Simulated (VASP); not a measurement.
Input of a VASP 6.6.1 run:

INCAR

```
SYSTEM = Sb
ALGO = Normal ; EDIFF = 1E-7
ENCUT = 520 ; GGA = PS
ISIF = 2 ; ISMEAR = -1
LASPH = .True. ; LCHARG = .False.
LREAL = .False. ; LWAVE = .False.
NBANDS = 12 ; NELM = 60
PREC = Accurate ; SIGMA = 0.1
```

The input KPOINTS:

```
k-points
0
Gamma
  4 4 4
  0 0 0
```

File POSCAR:

```
Sb
1.0
    2.1542000000      1.2437279500      3.7580000000
   -2.1542000000      1.2437279500      3.7580000000
    0.0000000000     -2.4874559000      3.7580000000
Sb
2
Direct
    0.2334900000      0.2334900000      0.2334900000
    0.7665100000      0.7665100000      0.7665100000
```

Potentials or basis: VASP PAW PBE potentials, release 64 (Sb).

The run is started by

```console
$ cat potpaw_PBE.64/Sb/POTCAR > POTCAR
$ mpirun -np 1 vasp_std > vasp.out
```

Problem. What does it give for the pressure?

Solution. 0.3 GPa.

Problem. Estimate the largest force.

Solution. 0.089 eV/Å.

Problem. Estimate the band gap on the k mesh.

Solution. 0.07 eV, direct.

Forces on the atoms (eV/Å):
```
Sb   0.000  0.000 -0.089
Sb   0.000  0.000  0.089
```

Caveat: the k points lie up to 0.44 Å⁻¹ apart; the PAW data sets were made with another functional, which shifts forces and pressure a little; spin-orbit coupling is left out, which moves the levels of the heavy elements. A k mesh can miss the band edges.
